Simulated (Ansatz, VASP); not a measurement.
## One calculation of SiO2, two programs

```xyz
9
Lattice="5.1087 0.0000 0.0000 -2.5544 4.4243 0.0000 0.0000 0.0000 5.5881" Properties=species:S:1:pos:R:3 pbc="T T T"
Si   -1.2772    2.2122    0.0000
Si    1.2772    2.2122    1.8627
Si    2.5544    0.0000    3.7254
O     2.5544    2.5824    0.9314
O     0.0000    1.8420    0.9314
O     3.5136    0.9209    4.6568
O    -0.9591    3.5033    4.6568
O     1.5951    0.9209    2.7941
O     0.9591    3.5033    2.7941
```

Alike in both runs: functional PBE; k mesh 6 × 6 × 4; occupations gaussian, width 0.1 eV; no spin polarisation.

Ansatz relaxed the structure, and its values are those at the end. VASP's run is a single point on that final structure, the one shown.

|  | VASP | Ansatz |
| --- | --- | --- |
| version | VASP 6.6.1 | Ansatz 0.2.0 |
| potentials or method | VASP PAW PBE potentials, release 64 (Si, O), cutoff 520 eV | scalar-relativistic, plane waves, PAW |
| valence electrons in the cell | 48 | 48 |

```tsv
	VASP	Ansatz	Ansatz less VASP
gap on the k mesh at the Fermi level (eV)	5.54	5.54	+0.002
least direct gap on the mesh (eV)	5.72	5.72	-0.001
pressure (GPa)	-0.2	-0.2	-0.08
rms of the force components (eV/Å)	0.006	0.001	-0.0055
```
